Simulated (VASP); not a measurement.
# La2O3 (P-3m1) in VASP: further runs

The runs below take La2O3 through single point, with PBE.

Everything below comes from runs of VASP 6.6.1. Logs are shortened: lines on timing, memory, paths and dates and some standing lists are left out, and cuts for length are marked.

### Step 1. The cell of the first run

Symmetry: P-3m1, No. 164, trigonal system. Conventional cell: a = 3.898 Å, b = 3.898 Å, c = 6.061 Å, α = 90.00°, β = 90.00°, γ = 120.00°. La (site symmetry 3m) has 7 O at 2.34 to 2.70 Å within 3.1 Å. Within 3.1 Å of O (site symmetry 3m) lie 4 La at 2.34 to 2.42 Å and 3 O at 2.86 Å. Within 3.6 Å of O (site symmetry -3m) lie 6 La at 2.70 Å and 6 O at 3.11 Å.

### Step 2. Single point, PBE

INCAR reads:

```
SYSTEM = La2O3
  ALGO = Normal
  EDIFF = 1E-7
  ENCUT = 520
  GGA = PE
  ISIF = 2
  ISMEAR = 0
  LASPH = .TRUE.
  LCHARG = .TRUE.
  LELF = .TRUE.
  LREAL = .FALSE.
  LVHAR = .TRUE.
  LWAVE = .FALSE.
  NBANDS = 28
  NELM = 60
  PREC = Accurate
  SIGMA = 0.01
```

KPOINTS reads:

```
k-points
0
G
  6 6 4
  0 0 0
```

POSCAR reads:

```
La2O3
1.0
    3.8977445714      0.0000000000      0.0000000000
   -1.9488722857      3.3755458155      0.0000000000
    0.0000000000      0.0000000000      6.0605901377
La O
2 3
Direct
    0.6666666667      0.3333333333      0.7537643200
    0.3333333333      0.6666666667      0.2462356800
    0.6666666667      0.3333333333      0.3541093500
    0.3333333333      0.6666666667      0.6458906500
    0.0000000000      0.0000000000      0.0000000000
```

Potentials or basis: VASP PAW PBE potentials, release 64 (La, O).

Command:

```bash
cat potpaw_PBE.64/La/POTCAR potpaw_PBE.64/O/POTCAR > POTCAR
mpirun -np 1 vasp_std > vasp.out
```

OUTCAR:

```text
SYSTEM = La2O3
   EDIFF = 1E-7
   ENCUT = 520
   GGA = PE
   ISIF = 2
   ISMEAR = 0
   LASPH = .TRUE.
   LREAL = .FALSE.
   NELM = 60
   PREC = Accurate

 ion  position               nearest neighbor table
   1  0.667  0.333  0.754-   4 2.34   4 2.34   4 2.34   3 2.42   5 2.70   5 2.70   5 2.70
   2  0.333  0.667  0.246-   3 2.34   3 2.34   3 2.34   4 2.42   5 2.70   5 2.70   5 2.70
   3  0.667  0.333  0.354-   2 2.34   2 2.34   2 2.34   1 2.42
   4  0.333  0.667  0.646-   1 2.34   1 2.34   1 2.34   2 2.42
   5  0.000  0.000  0.000-   2 2.70   1 2.70   2 2.70   1 2.70   1 2.70   2 2.70

  LATTYP: Found a hexagonal cell.
 ALAT       =     3.8977445714
 C/A-ratio  =     1.5548966913

  Lattice vectors:

 A1 = (   3.8977445714,   0.0000000000,   0.0000000000)
 A2 = (  -1.9488722857,   3.3755458155,   0.0000000000)
 A3 = (   0.0000000000,   0.0000000000,   6.0605901377)

Analysis of symmetry for initial positions (statically):
=====================================================================
 Subroutine PRICEL returns:
 Original cell was already a primitive cell.

 Routine SETGRP: Setting up the symmetry group for a
 hexagonal supercell.

 Subroutine GETGRP returns: Found 12 space group operations
 (whereof 12 operations were pure point group operations)
 out of a pool of 24 trial point group operations.

The static configuration has the point symmetry D_3d.

Analysis of symmetry for dynamics (positions and initial velocities):
=====================================================================
 Subroutine PRICEL returns:
 Original cell was already a primitive cell.

 Routine SETGRP: Setting up the symmetry group for a
 hexagonal supercell.

 Subroutine GETGRP returns: Found 12 space group operations
 (whereof 12 operations were pure point group operations)
 out of a pool of 24 trial point group operations.

The dynamic configuration has the point symmetry D_3d.

 Subroutine INISYM returns: Found 12 space group operations
 (whereof 12 operations are pure point group operations),
 and found     1 'primitive' translations

----------------------------------------------------------------------------------------

                                     Primitive cell

  volume of cell :      79.7393
[... 91 lines left out ...]
   LASPH  =      T    aspherical Exc in radial PAW
   ENCUT  =  520.0 eV  38.22 Ry    6.18 a.u.   7.25  7.25 11.27*2*pi/ulx,y,z
   NELM   =     60;   NELMIN=  2; NELMDL= -5     # of ELM steps
   EDIFF  = 0.1E-06   stopping-criterion for ELM
   LREAL  =      F    real-space projection
   EDIFFG = 0.1E-05   stopping-criterion for IOM
   NSW    =      0    number of steps for IOM
   IBRION =     -1    ionic relax: 0-MD 1-quasi-New 2-CG
   NFREE  =      0    steps in history (QN), initial steepest desc. (CG)
   ISIF   =      2    stress and relaxation
   ISYM   =      2    0-nonsym 1-usesym 2-fastsym
   POTIM  = 0.5000    time-step for ionic-motion
   TEBEG  =    0.0;   TEEND  =   0.0 temperature during run
   PSTRESS=    0.0 pullay stress
   NELECT =      40.0000    total number of electrons
   NUPDOWN=      -1.0000    fix difference up-down
   EMIN   =  10.00;   EMAX   =-10.00  energy-range for DOS
   EFERMI =   0.00;   METHOD = LEGACY
   ISMEAR =     0;   SIGMA  =   0.01  broadening in eV -4-tet -1-fermi 0-gaus
   EFERMI_NEDOS =   21; number of points for ismear=-14 and -15
   IALGO  =     38    algorithm
   IMIX   =      4    mixing-type and parameters
     AMIX     =   0.40;   BMIX     =  1.00
     AMIX_MAG =   1.60;   BMIX_MAG =  1.00
  volume/ion in A,a.u.               =      15.95       107.62
  Fermi-wavevector in a.u.,A,eV,Ry     =   1.300781  2.458119 23.021469  1.692030
  Thomas-Fermi vector in A             =   2.431957
   LORBIT       =      0    0 simple, 1 ext, 2 COOP (PROOUT), +10 PAW based schemes
   GGA     = PE    functional components
   LHFCALC =     F    Hartree Fock is set to
   AEXX    =    0.0000 exact exchange contribution
   IVDW    =     0    specifies the selected vdW correction
   LEPSILON=     F    determine dielectric tensor
   LRPA    =     F    only Hartree local field effects (RPA)
 non-spin polarized calculation
 Gauss-broadening in eV      SIGMA  =   0.01
  energy-cutoff  :      520.00
  volume of cell :       79.74
 maximum number of plane-waves:      2189
 NGX is ok and might be reduce to    30
   NGX = 15   NGY = 15   NGZ = 23

 number of electron      39.9999997 magnetization

 Free energy of the ion-electron system (eV)
  ---------------------------------------------------
  ext. energy  EPLUGINS =         0.00000000
  ---------------------------------------------------
  free energy    TOTEN  =       -41.77240318 eV

  energy without entropy =      -41.77240318  energy(sigma->0) =      -41.77240318

 E-fermi :   6.2956     XC(G=0): -10.5976

 val. band max:        6.2406071602   @ k =   0.5000  -0.0000   0.5000
 cond. band min:      10.1121923068   @ k =   0.3333   0.3333   0.0000
 fundamental gap:      3.8715851466
 Fermi energy:         6.2956030886

 k-point     1 :       0.0000    0.0000    0.0000
  band No.  band energies     occupation
      1     -23.5121      2.00000
      2     -23.2371      2.00000
      3     -10.8197      2.00000
      4      -9.5337      2.00000
      5      -9.0500      2.00000
      6      -6.9697      2.00000
[... 733 lines left out ...]
     27      11.7529      0.00000
     28      11.7910      0.00000

------------------------ aborting loop because EDIFF is reached ----------------------------------------

  FORCE on cell =-STRESS in cart. coord.  units (eV):
  Direction    XX          YY          ZZ          XY          YZ          ZX
  --------------------------------------------------------------------------------------
  -------------------------------------------------------------------------------------
  Total        2.7000954      2.7000954      2.4377166      0.0000000      0.0000000      0.0000000
  in kB       54.2522055     54.2522055     48.9803065      0.0000000      0.0000000      0.0000000
  external PRESSURE =      52.4949058 kB  Pullay stress =       0.0000000 kB

 VOLUME and BASIS-vectors are now :
 -----------------------------------------------------------------------------
  energy-cutoff  :      520.00
  volume of cell :       79.74
      direct lattice vectors                 reciprocal lattice vectors
     3.897744571  0.000000000  0.000000000     0.256558628  0.148124193  0.000000000
    -1.948872286  3.375545816  0.000000000     0.000000000  0.296248386  0.000000000
     0.000000000  0.000000000  6.060590138     0.000000000  0.000000000  0.165000434

 POSITION                                       TOTAL-FORCE (eV/Angst)
 -----------------------------------------------------------------------------------
      1.94887      1.12518      4.56826         0.000000     -0.000000      0.198655
     -0.00000      2.25036      1.49233         0.000000      0.000000     -0.198655
      1.94887      1.12518      2.14611        -0.000000      0.000000      0.017458
     -0.00000      2.25036      3.91448         0.000000      0.000000     -0.017458
      0.00000      0.00000      0.00000        -0.000000      0.000000      0.000000
 -----------------------------------------------------------------------------------
    total drift:                               -0.000000      0.000000      0.000000

  FREE ENERGIE OF THE ION-ELECTRON SYSTEM (eV)
  ---------------------------------------------------
  free  energy   TOTEN  =       -41.7724031805 eV

  energy  without entropy=      -41.7724031805  energy(sigma->0) =      -41.77240318
```

OSZICAR:

```text
N       E                     dE             d eps       ncg     rms          rms(c)
DAV:   1     0.476233298910E+03    0.47623E+03   -0.15459E+04  1424   0.220E+03
DAV:   2     0.847941314041E+02   -0.39144E+03   -0.37171E+03  1800   0.359E+02
DAV:   3    -0.327878331665E+02   -0.11758E+03   -0.11341E+03  2196   0.196E+02
DAV:   4    -0.465190942373E+02   -0.13731E+02   -0.13693E+02  2288   0.717E+01
DAV:   5    -0.474101497383E+02   -0.89106E+00   -0.89024E+00  2328   0.202E+01    0.150E+01
DAV:   6    -0.417950808376E+02    0.56151E+01   -0.48622E+01  2184   0.383E+01    0.753E+00
DAV:   7    -0.417740885650E+02    0.20992E-01   -0.50128E+00  2632   0.201E+01    0.358E+00
DAV:   8    -0.417760441737E+02   -0.19556E-02   -0.58515E-01  2400   0.601E+00    0.124E+00
DAV:   9    -0.417688230071E+02    0.72212E-02   -0.10002E-01  2408   0.225E+00    0.348E-01
DAV:  10    -0.417711458924E+02   -0.23229E-02   -0.27009E-02  2320   0.105E+00    0.163E-01
DAV:  11    -0.417722815945E+02   -0.11357E-02   -0.73404E-03  2448   0.605E-01    0.119E-01
DAV:  12    -0.417723465993E+02   -0.65005E-04   -0.22122E-03  2128   0.295E-01    0.456E-02
DAV:  13    -0.417724028251E+02   -0.56226E-04   -0.89409E-04  2392   0.192E-01    0.245E-02
DAV:  14    -0.417724032089E+02   -0.38382E-06   -0.12993E-04  2312   0.896E-02    0.678E-03
DAV:  15    -0.417724031572E+02    0.51713E-07   -0.15173E-05  2216   0.293E-02    0.248E-03
DAV:  16    -0.417724032283E+02   -0.71166E-07   -0.33091E-06  2296   0.125E-02    0.239E-03
DAV:  17    -0.417724031805E+02    0.47789E-07   -0.53218E-07  2016   0.576E-03
   1 F= -.41772403E+02 E0= -.41772403E+02  d E =-.860440E-17
```

stdout:

```text
POSCAR found type information on POSCAR LaO
 POSCAR found :  2 types and       5 ions
 scaLAPACK will be used
 LDA part: xc-table for (Slater+PW92), standard interpolation
 POSCAR, INCAR and KPOINTS ok, starting setup
 FFT: planning ... GRIDC
 FFT: planning ... GRID_SOFT
 FFT: planning ... GRID
 WAVECAR not read
 entering main loop
```

Wall time 43 s (1 thread of Intel Xeon 6975P-C (Granite Rapids), shared host); peak memory 0.22 GiB.

What came out:

```
Free energy            : -41.7724 eV
Pressure               : 5.2 GPa
Largest force          : 0.199 eV/Å
Band gap on the k mesh : 3.87 eV, indirect (least direct gap 3.96 eV)
```

Forces on the atoms (eV/Å):
```
La   0.000  0.000  0.199
La   0.000  0.000 -0.199
O    0.000  0.000  0.017
O    0.000  0.000 -0.017
O    0.000  0.000  0.000
```

Stress tensor (GPa, compression positive):
```
5.43 0.00 0.00
0.00 5.43 0.00
0.00 0.00 4.90
```

Caveat: spin-orbit coupling is left out, which moves the levels of the heavy elements. A k mesh can miss the band edges.

### Step 3. Single point, PBE

This run uses another cell than the first one, of 16.36 Å³/atom, 1.026 times its volume.

INCAR reads:

```
SYSTEM = La2O3
ALGO = Normal
EDIFF = 1E-6
ENCUT = 520
GGA = PE
ISIF = 2
ISMEAR = 0
LASPH = .True.
LCHARG = .False.
LREAL = .False.
LWAVE = .False.
NBANDS = 28
NELM = 60
PREC = Accurate
SIGMA = 0.01
```

KPOINTS reads:

```
k-points
0
Gamma
  6 6 4
  0 0 0
```

POSCAR: that of step 2 with these lines changed.

```diff
@@ -2,5 +2,5 @@
 1.0
-    3.8977445714      0.0000000000      0.0000000000
-   -1.9488722857      3.3755458155      0.0000000000
-    0.0000000000      0.0000000000      6.0605901377
+    3.9307778800      0.0000000000      0.0000000000
+   -1.9653889400      3.4041535000      0.0000000000
+    0.0000000000      0.0000000000      6.1119535200
 La O
```

Potentials or basis: VASP PAW PBE potentials, release 64 (La, O).

Command:

```bash
cat potpaw_PBE.64/La/POTCAR potpaw_PBE.64/O/POTCAR > POTCAR
mpirun -np 1 vasp_std > vasp.out
```

Wall time 37 s (1 thread of Intel Xeon 6975P-C (Granite Rapids), shared host); peak memory 0.22 GiB.

It converged, with:

```yaml
Free_energy: -41.8174 eV
Pressure: 1.6 GPa
Largest_force: 0.012 eV/Å
Band_gap_on_the_k_mesh: 3.86 eV, indirect (least direct gap 3.98 eV)
```

Forces on the atoms (eV/Å):
```
La   0.000  0.000  0.003
La   0.000  0.000 -0.003
O    0.000  0.000 -0.012
O    0.000  0.000  0.012
O    0.000  0.000  0.000
```

Stress tensor (GPa, compression positive):
```
1.50 0.00 0.00
0.00 1.50 0.00
0.00 0.00 1.82
```

Levels at points of the mesh, in eV from the valence-band top:
| k point | band 18 | band 19 | band 20 | band 21 | band 22 | band 23 |
| --- | --- | --- | --- | --- | --- | --- |
| (0.00, 0.00, 0.00) | -0.38 | -0.38 | -0.11 | 4.31 | 4.60 | 4.60 |
| (0.50, 0.00, 0.00) | -0.66 | -0.42 | -0.30 | 3.86 | 4.71 | 5.17 |
| (0.00, 0.00, 0.50) | -0.78 | -0.29 | -0.29 | 4.69 | 4.73 | 4.73 |
| (0.50, 0.00, 0.50) | -0.70 | -0.37 | 0.00 | 4.41 | 4.63 | 5.06 |

Caveat: spin-orbit coupling is left out, which moves the levels of the heavy elements. A k mesh can miss the band edges.

### Step 4. Single point, PBE

This run uses another cell than the first one, of 16.77 Å³/atom, 1.051 times its volume.

INCAR reads:

```
SYSTEM = La2O3
PREC = Accurate ; ENCUT = 520
EDIFF = 1E-6 ; ISMEAR = 0
SIGMA = 0.01 ; LREAL = .False.
LASPH = .True. ; NELM = 80
ALGO = Normal ; ISIF = 2
LWAVE = .False. ; LCHARG = .False.
GGA = PE ; NBANDS = 28
```

KPOINTS reads:

```
Automatic mesh
0
Gamma
  6 6 4
  0 0 0
```

POSCAR: that of step 3 with these lines changed.

```diff
@@ -2,5 +2,5 @@
 1.0
-    3.9307778800      0.0000000000      0.0000000000
-   -1.9653889400      3.4041535000      0.0000000000
-    0.0000000000      0.0000000000      6.1119535200
+    3.9632651209      0.0000000000      0.0000000000
+   -1.9816325604      3.4322882759      0.0000000000
+    0.0000000000      0.0000000000      6.1624678233
 La O
```

Potentials or basis: VASP PAW PBE potentials, release 64 (La, O).

Command:

```bash
cat potpaw_PBE.64/La/POTCAR potpaw_PBE.64/O/POTCAR > POTCAR
mpirun -np 1 vasp_std > vasp.out
```

OUTCAR:

```text
SYSTEM = La2O3
   PREC = Accurate
   ENCUT = 520
   EDIFF = 1E-6
   ISMEAR = 0
   LREAL = .False.
   LASPH = .True.
   NELM = 80
   ISIF = 2
   GGA = PE

 ion  position               nearest neighbor table
   1  0.667  0.333  0.754-   4 2.38   4 2.38   4 2.38   3 2.46   5 2.75   5 2.75   5 2.75
   2  0.333  0.667  0.246-   3 2.38   3 2.38   3 2.38   4 2.46   5 2.75   5 2.75   5 2.75
   3  0.667  0.333  0.354-   2 2.38   2 2.38   2 2.38   1 2.46
[... 948 lines left out ...]
  --------------------------------------------------------------------------------------
  -------------------------------------------------------------------------------------
  Total       -1.0226530     -1.0226530     -0.4581142     -0.0000000      0.0000000      0.0000000
  in kB      -19.5455239    -19.5455239     -8.7557395     -0.0000000      0.0000000      0.0000000
  external PRESSURE =     -15.9489291 kB  Pullay stress =       0.0000000 kB

 VOLUME and BASIS-vectors are now :
 -----------------------------------------------------------------------------
  energy-cutoff  :      520.00
  volume of cell :       83.83
      direct lattice vectors                 reciprocal lattice vectors
     3.963265121  0.000000000  0.000000000     0.252317211  0.145675409  0.000000000
    -1.981632560  3.432288276  0.000000000     0.000000000  0.291350819  0.000000000
     0.000000000  0.000000000  6.162467823     0.000000000  0.000000000  0.162272653

 POSITION                                       TOTAL-FORCE (eV/Angst)
 -----------------------------------------------------------------------------------
      1.98163      1.14410      4.64505         0.000000      0.000000     -0.175928
     -0.00000      2.28819      1.51742        -0.000000      0.000000      0.175928
      1.98163      1.14410      2.18219         0.000000     -0.000000     -0.038207
     -0.00000      2.28819      3.98028        -0.000000      0.000000      0.038207
      0.00000      0.00000      0.00000        -0.000000      0.000000      0.000000
 -----------------------------------------------------------------------------------
    total drift:                               -0.000000      0.000000      0.000000

  FREE ENERGIE OF THE ION-ELECTRON SYSTEM (eV)
  ---------------------------------------------------
  free  energy   TOTEN  =       -41.8188647816 eV

  energy  without entropy=      -41.8188647816  energy(sigma->0) =      -41.81886478
```

OSZICAR:

```text
N       E                     dE             d eps       ncg     rms          rms(c)
DAV:   1     0.474376179389E+03    0.47438E+03   -0.15296E+04  1392   0.216E+03
DAV:   2     0.828234825045E+02   -0.39155E+03   -0.37062E+03  1800   0.354E+02
DAV:   3    -0.331869789678E+02   -0.11601E+03   -0.11257E+03  2172   0.199E+02
DAV:   4    -0.466413850377E+02   -0.13454E+02   -0.13420E+02  2272   0.704E+01
DAV:   5    -0.475227807913E+02   -0.88140E+00   -0.88069E+00  2328   0.200E+01    0.148E+01
DAV:   6    -0.418659820233E+02    0.56568E+01   -0.50724E+01  2160   0.376E+01    0.755E+00
DAV:   7    -0.418189618291E+02    0.47020E-01   -0.55129E+00  2608   0.205E+01    0.345E+00
DAV:   8    -0.418189608711E+02    0.95796E-06   -0.59006E-01  2304   0.584E+00    0.122E+00
DAV:   9    -0.418148856677E+02    0.40752E-02   -0.10224E-01  2472   0.239E+00    0.354E-01
DAV:  10    -0.418174419791E+02   -0.25563E-02   -0.27334E-02  2312   0.967E-01    0.174E-01
DAV:  11    -0.418186916418E+02   -0.12497E-02   -0.88759E-03  2432   0.655E-01    0.131E-01
DAV:  12    -0.418188208838E+02   -0.12924E-03   -0.28286E-03  2184   0.328E-01    0.570E-02
DAV:  13    -0.418188619853E+02   -0.41102E-04   -0.12592E-03  2464   0.228E-01    0.253E-02
DAV:  14    -0.418188639995E+02   -0.20143E-05   -0.17263E-04  2224   0.947E-02    0.947E-03
DAV:  15    -0.418188643105E+02   -0.31095E-06   -0.24700E-05  2200   0.375E-02    0.291E-03
DAV:  16    -0.418188647816E+02   -0.47116E-06   -0.69263E-06  2024   0.159E-02
   1 F= -.41818865E+02 E0= -.41818865E+02  d E =-.990676E-68
```

It took 41 s on 1 thread of Intel Xeon 6975P-C (Granite Rapids), shared host; peak memory 0.22 GiB.

Results:

```
Free energy            : -41.8189 eV
Pressure               : -1.6 GPa
Largest force          : 0.176 eV/Å
Band gap on the k mesh : 3.82 eV, indirect (least direct gap 3.98 eV)
```

Forces in eV/Å, atoms in the order of the input:
```
La   0.000  0.000 -0.176
La   0.000  0.000  0.176
O    0.000  0.000 -0.038
O    0.000  0.000  0.038
O    0.000  0.000  0.000
```

Levels at points of the mesh, in eV from the valence-band top:
| k point | band 17 | band 18 | band 19 | band 20 | band 21 | band 22 | band 23 | band 24 |
| --- | --- | --- | --- | --- | --- | --- | --- | --- |
| (0.00, 0.00, 0.00) | -1.59 | -0.35 | -0.35 | -0.08 | 4.25 | 4.53 | 4.53 | 5.02 |
| (0.50, 0.00, 0.00) | -0.70 | -0.63 | -0.42 | -0.27 | 3.82 | 4.63 | 5.05 | 5.08 |
| (0.00, 0.00, 0.50) | -0.96 | -0.74 | -0.27 | -0.27 | 4.61 | 4.64 | 4.64 | 4.87 |
| (0.50, 0.00, 0.50) | -0.94 | -0.66 | -0.37 | 0.00 | 4.34 | 4.57 | 4.95 | 5.08 |

Caveat: spin-orbit coupling is left out, which moves the levels of the heavy elements. A k mesh can miss the band edges.

(Continued in part 2 of 2.)
